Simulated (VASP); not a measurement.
A run of VASP 6.6.1:

INCAR

```
SYSTEM = Mg
PREC = Accurate
ENCUT = 600
EDIFF = 1E-6
ISMEAR = -1
SIGMA = 0.1
LREAL = .FALSE.
LASPH = .TRUE.
NELM = 60
ALGO = Normal
ISIF = 3
LWAVE = .FALSE.
LCHARG = .FALSE.
GGA = PE
IBRION = 2
NSW = 60
EDIFFG = -0.005
PSTRESS = 940.0
```

Contents of KPOINTS:

```
regular mesh
0
G
  19 19 19
  0 0 0
```

Contents of POSCAR:

```
Mg
1.0
   -1.4218796315      1.4218796315      1.4218796315
    1.4218796315     -1.4218796315      1.4218796315
    1.4218796315      1.4218796315     -1.4218796315
Mg
1
Direct
    0.0000000000      0.0000000000      0.0000000000
```

Potentials or basis: VASP PAW PBE potentials, release 64 (Mg).

The run is started by

```bash
$ cat potpaw_PBE.64/Mg/POTCAR > POTCAR
$ mpirun -np 1 vasp_std > vasp.out
```

Hardware: 1 thread of Intel Xeon 8259CL, on a shared host.

Question: Estimate the wall time of this run.

Answer: Wall time 30 s on 1 thread of Intel Xeon 8259CL, with other jobs on the host, peak memory 0.14 GiB. Counts: scf iterations 17, k points 220, ion steps 3.
